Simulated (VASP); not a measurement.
Sc3Re:

```
Sc Re
1.0
    -2.01027    2.01027    4.49047
     2.01027   -2.01027    4.49047
     2.01027    2.01027   -4.49047
Sc Re
3 1
Direct
  0.50000 0.50000 0.00000
  0.25000 0.75000 0.50000
  0.75000 0.25000 0.50000
  0.00000 0.00000 0.00000
```

* Program: VASP 6.6.1
* Task: relaxation of cell and atoms
* Functional: PBE
* Potentials or basis: VASP PAW PBE potentials, release 64 (Sc_sv, Re)
* Cutoff: 600 eV
* k mesh: 6 × 6 × 6
* Occupations: gaussian, width 0.1 eV
* Spin: no spin polarisation

At the start: pressure 10.2 GPa; volume 18.15 Å³/atom.

Problem. Where does the relaxation end?

Solution. Over 15 steps the energy falls by 147.8 meV/atom and the volume is 19.61 Å³/atom (+8.1 %); space group I4/mmm (No. 139, to 0.1 Å) before, Fm-3m (No. 225, to 0.1 Å).

The path:
```
step  energy change (eV)  largest force (eV/Å)  pressure (GPa)  volume (Å³)
   1              0.0000                0.0000           10.21        72.59
   2             -0.1100                0.0000           -5.79        85.42
   3             -0.2154                0.0000           -0.20        79.79
   4             -0.2154                0.0000           -0.02        79.64
   5             -0.2304                0.0000           -0.03        79.70
   6             -0.2738                0.0000           -0.08        79.80
   7             -0.3952                0.0000           -0.21        79.59
   8             -0.5775                0.0000            1.38        77.50
   9             -0.5728                0.0000            2.89        76.36
  10             -0.5855                0.0000            1.41        77.40
  11             -0.5873                0.0000            0.51        78.08
  12             -0.5874                0.0000            0.60        78.00
  13             -0.5884                0.0000            0.54        78.05
  14             -0.5905                0.0000            0.34        78.20
  15             -0.5911                0.0000            0.00        78.46
```

Final structure:
```
Sc Re
1.0
    -2.39078    2.39078    3.43166
     2.39078   -2.39078    3.43166
     2.39078    2.39078   -3.43166
Sc Re
3 1
Direct
  0.50000 0.50000 0.00000
  0.25000 0.75000 0.50000
  0.75000 0.25000 0.50000
  0.00000 0.00000 0.00000
```
